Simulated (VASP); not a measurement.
Set up this calculation in VASP 6.6.1, as the native input.

```
Task                   : single point
Functional             : PBE
Potentials or basis    : VASP PAW PBE potentials, release 64 (Ti_sv, Te)
Cutoff                 : 520 eV
k mesh                 : 6 × 4 × 4
Occupations            : gaussian, width 0.1 eV
Spin                   : no spin polarisation
Dipole correction      : no
Further INCAR settings : ALGO = Normal; EDIFF = 1e-06; NBANDS = 19
```

The structure of TiTe2 lies in POSCAR:

```
TiTe2
1.0
    4.1645566869      0.0000000000      0.0000000000
    0.0000000000      3.4987220935      0.0000000000
    0.0000000000      0.0000000000      6.3015891320
Ti Te
1 2
Direct
    0.5000000000      0.5000000000      0.0000000000
    0.0000000000      0.0000000000      0.5000000000
    0.0000000000      0.0000000000      0.0000000000
```

The cell was built from a structure type or drawn by symmetry, and may not be a known phase.

The input as run:

INCAR

```
SYSTEM = TiTe2
PREC = Accurate
ENCUT = 520
EDIFF = 1E-6
ISMEAR = 0
SIGMA = 0.1
LREAL = .FALSE.
LASPH = .TRUE.
NELM = 100
ALGO = Normal
ISIF = 2
LWAVE = .FALSE.
LCHARG = .FALSE.
GGA = PE
NBANDS = 19
```

KPOINTS

```
regular mesh
0
G
  6 4 4
  0 0 0
```

Potentials or basis: VASP PAW PBE potentials, release 64 (Ti_sv, Te).

Command:

```sh
$ cat potpaw_PBE.64/Ti_sv/POTCAR potpaw_PBE.64/Te/POTCAR > POTCAR
$ mpirun -np 1 vasp_std > vasp.out
```

It gave:

| Item | Value |
| --- | --- |
| Pressure | 0.0 GPa |
| Band gap on the k mesh | zero (bands 12 and 13 overlap by 0.93 eV) |

Caveat: the k points lie up to 0.45 Å⁻¹ apart, too coarse for converged energies and pressures of a metal; spin-orbit coupling is left out, which moves the levels of the heavy elements.

Wall time 59 s on 1 thread of Intel Xeon 8259CL, with other jobs on the host, peak memory 0.23 GiB.
